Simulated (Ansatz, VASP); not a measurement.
# C3N: VASP beside Ansatz

The input INCAR:

```
SYSTEM = C3N
ALGO     = Normal         ! electronic algorithm
EDIFF    = 1E-6           ! SCF threshold, eV
ENCUT    = 520            ! plane-wave cutoff, eV
GGA      = PE             ! functional
ISIF     = 2              ! what is computed and relaxed
ISMEAR   = 0              ! smearing method
ISPIN    = 2              ! spin polarisation
LASPH    = .True.         ! aspherical terms in the spheres
LCHARG   = .True.         ! write CHGCAR
LELF     = .True.         ! ELF
LORBIT   = 11             ! projections on sites
LREAL    = .False.        ! projectors in reciprocal space
LVHAR    = .True.       
LWAVE    = .False.        ! write WAVECAR
MAGMOM   = 1 1 1 1 1 1 1 1 ! initial moments
NBANDS   = 31             ! bands
NELM     = 150            ! most SCF steps
PREC     = Accurate       ! precision mode
SIGMA    = 0.1            ! smearing width, eV
```

File KPOINTS:

```
k-points
0
Gamma
  6 6 4
  0 0 0
```

File POSCAR:

```
C3N
1.0
    5.0362809500      0.0000000000      0.0000000000
   -2.5181404800      4.3615472500      0.0000000000
    0.0000000000      0.0000000000      4.0693699800
C N
6 2
Direct
    0.1627914900      0.3255829800      0.2500000000
    0.1627914900      0.8372085100      0.2500000000
    0.6744170200      0.8372085100      0.2500000000
    0.8372085100      0.6744170200      0.7500000000
    0.8372085100      0.1627914900      0.7500000000
    0.3255829800      0.1627914900      0.7500000000
    0.3333333300      0.6666666700      0.7500000000
    0.6666666700      0.3333333300      0.2500000000
```

Input for Ansatz:

```yaml
crystal:
  lattice:
    - [5.03628095, 0.0, 0.0]
    - [-2.51814048, 4.36154725, 0.0]
    - [0.0, 0.0, 4.06936998]
  atoms:
    - { symbol: C, position: [0.16279149, 0.32558298, 0.25], spin: 1.0 }
    - { symbol: C, position: [0.16279149, 0.83720851, 0.25], spin: 1.0 }
    - { symbol: C, position: [0.67441702, 0.83720851, 0.25], spin: 1.0 }
    - { symbol: C, position: [0.83720851, 0.67441702, 0.75], spin: 1.0 }
    - { symbol: C, position: [0.83720851, 0.16279149, 0.75], spin: 1.0 }
    - { symbol: C, position: [0.32558298, 0.16279149, 0.75], spin: 1.0 }
    - { symbol: "N", position: [0.33333333, 0.66666667, 0.75], spin: 1.0 }
    - { symbol: "N", position: [0.66666667, 0.33333333, 0.25], spin: 1.0 }
basis:
  ecutwfc: 420
kpoints:
  mp_grid: { grid: [6, 6, 4] }
hamiltonian:
  xc: pbe
scf:
  occupations: { method: gaussian, width: 0.1 }
  lower_state_search: "off"
output:
  forces: true
  stress: true
  eigenvalues: true
  populations: true
magnetization:
  spin_polarized: true
```

Change from the starting cell: species swapped into the InRh3 type (P6_3/mmc, No. 194).

Alike in both runs: task single point; functional PBE; k mesh 6 × 6 × 4; occupations gaussian, width 0.1 eV; collinear spin.

```csv
,VASP,Ansatz
version,VASP 6.6.1,Ansatz 0.2.0
potentials or method,"VASP PAW PBE potentials, release 64 (C, N), cutoff 520 eV","scalar-relativistic, plane waves, PAW"
valence electrons in the cell,34,34
```

VASP gave:

* gap on the k mesh at the Fermi level (eV): none
* rms of the force components (eV/Å): 0.159
* net moment per atom (μB): 0.00

Q: Which values does Ansatz return?

A: gap on the k mesh at the Fermi level (eV): none; rms of the force components (eV/Å): 0.158; net moment per atom (μB): 0.00.

Atom by atom the forces differ by 0.001 eV/Å (rms over components). A gap of «none» marks a metal or a gap that the smearing closes. Ansatz's warnings: seeded moment not kept.

The k mesh is coarse, so the values compare programs but aren't converged.
